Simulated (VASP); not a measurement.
## AlN: single point with PBE0

Crystal: AlN.

```xyz
2
Lattice="0.0000 2.1840 2.1840 2.1840 0.0000 2.1840 2.1840 2.1840 0.0000" Properties=species:S:1:pos:R:3 pbc="T T T"
Al    0.0000    0.0000    0.0000
N     1.0920    1.0920    1.0920
```

- Program: VASP 6.6.1
- Task: single point
- Functional: PBE0
- Potentials or basis: VASP PAW PBE potentials, release 64 (Al, N)
- Cutoff: 520 eV
- k mesh: 5 × 5 × 5
- Occupations: fermi-dirac, width 0.05 eV
- Spin: no spin polarisation
- Dipole correction: no
- Grid for exact exchange (PRECFOCK): Normal
- Further INCAR settings: ALGO = Normal; EDIFF = 1e-06; NBANDS = 11

```yaml
Pressure: -0.6 GPa
Band_gap_on_the_k_mesh: 5.93 eV, indirect (least direct gap 6.32 eV)
```

Levels at points of the mesh, in eV from the valence-band top:
| k point | band 1 | band 2 | band 3 | band 4 | band 5 | band 6 | band 7 | band 8 |
| --- | --- | --- | --- | --- | --- | --- | --- | --- |
| (0.00, 0.00, 0.00) | -16.50 | 0.00 | 0.00 | 0.00 | 6.32 | 15.04 | 15.04 | 15.04 |

Run time: 68 s on 1 thread of Intel(R) Xeon(R) Platinum 8488C (Sapphire Rapids) (shared host), peak memory 0.13 GiB.

Caveat: the k points lie up to 0.50 Å⁻¹ apart; the PAW data sets were made with another functional, which shifts forces and pressure a little. A k mesh can miss the band edges.
